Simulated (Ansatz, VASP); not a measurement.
# Two plane-wave programs on In

```
CELL_PARAMETERS angstrom
3.08779 0.00000 0.00000
0.00000 3.08779 0.00000
0.00000 0.00000 3.08779
ATOMIC_POSITIONS crystal
In 0.00000 0.00000 0.00000
```

Alike in both runs: task relaxation of cell and atoms; functional PBE; k mesh 14 × 14 × 14; occupations gaussian, width 0.1 eV; no spin polarisation.

|  | VASP | Ansatz |
| --- | --- | --- |
| version | VASP 6.6.1 | Ansatz 0.2.0 |
| potentials or method | VASP PAW PBE potentials, release 64 (In_d), cutoff 600 eV | scalar-relativistic, plane waves, PAW |
| valence electrons in the cell | 13 | 13 |

VASP gave:

```
gap on the k mesh at the Fermi level, each at its own relaxed structure (eV) : none
relaxed volume (Å³/atom)                                                     : 29.46
relaxed cell length with the largest relative difference (Å)                 : 3.089
```

What did Ansatz give for the same quantities?

gap on the k mesh at the Fermi level, each at its own relaxed structure (eV): none; relaxed volume (Å³/atom): 29.44; relaxed cell length with the largest relative difference (Å): 3.088.

A gap of «none» marks a metal or a gap that the smearing closes.
